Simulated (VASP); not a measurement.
Input of a VASP 6.6.1 run:

File INCAR:

```
SYSTEM = Ir
  ALGO = Normal
  EDIFF = 1E-7
  ENCUT = 520
  ISIF = 2
  ISMEAR = 1
  LASPH = .True.
  LCHARG = .False.
  LREAL = .False.
  LWAVE = .False.
  NBANDS = 10
  NELM = 100
  PREC = Accurate
  SIGMA = 0.2
```

KPOINTS

```
k-points
0
Gamma
  14 14 14
  0 0 0
```

The input POSCAR:

```
Ir
1.0
    0.0000000000      1.9060927672      1.9060927672
    1.9060927672      0.0000000000      1.9060927672
    1.9060927672      1.9060927672      0.0000000000
Ir
1
Direct
    0.0000000000      0.0000000000      0.0000000000
```

Potentials or basis: VASP PAW LDA potentials, release 64 (Ir).

Run with:

```bash
$ cat potpaw_LDA.64/Ir/POTCAR > POTCAR
$ mpirun -np 1 vasp_std > vasp.out
```

(1) Predict the pressure.

Answers

(1) 2.4 GPa.
